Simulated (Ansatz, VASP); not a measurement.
## Au in VASP and in Ansatz

```
Au
1.0
     2.59428    0.00000    0.00000
     0.00000    2.59428    0.00000
     0.00000    0.00000    2.59428
Au
1
Direct
  0.00000 0.00000 0.00000
```

Alike in both runs: task single point; functional LDA; k mesh 14 × 14 × 14; occupations fermi-dirac, width 0.05 eV; no spin polarisation.

|  | VASP | Ansatz |
| --- | --- | --- |
| version | VASP 6.6.1 | Ansatz 0.2.0 |
| potentials or method | VASP PAW LDA potentials, release 64 (Au) | PAW with Ansatz's default frozen-core files, scalar-relativistic |
| plane-wave cutoff (eV) | 520 | 420 |
| valence electrons in the cell | 11 | 19 |

|  | VASP | Ansatz | Ansatz less VASP |
| --- | --- | --- | --- |
| gap on the k mesh at the Fermi level (eV) | none | none | - |
| pressure (GPa) | 16.3 | 15.7 | -0.58 |

LDA's correlation is that of Perdew and Zunger in VASP and of Perdew and Wang (1992) in Ansatz. A gap of «none» marks a metal or a gap that the smearing closes. VASP's potentials hold 11 valence electrons a cell and Ansatz's 19, so a difference there can come from the potentials and not from the codes.

Spin-orbit coupling is off throughout.
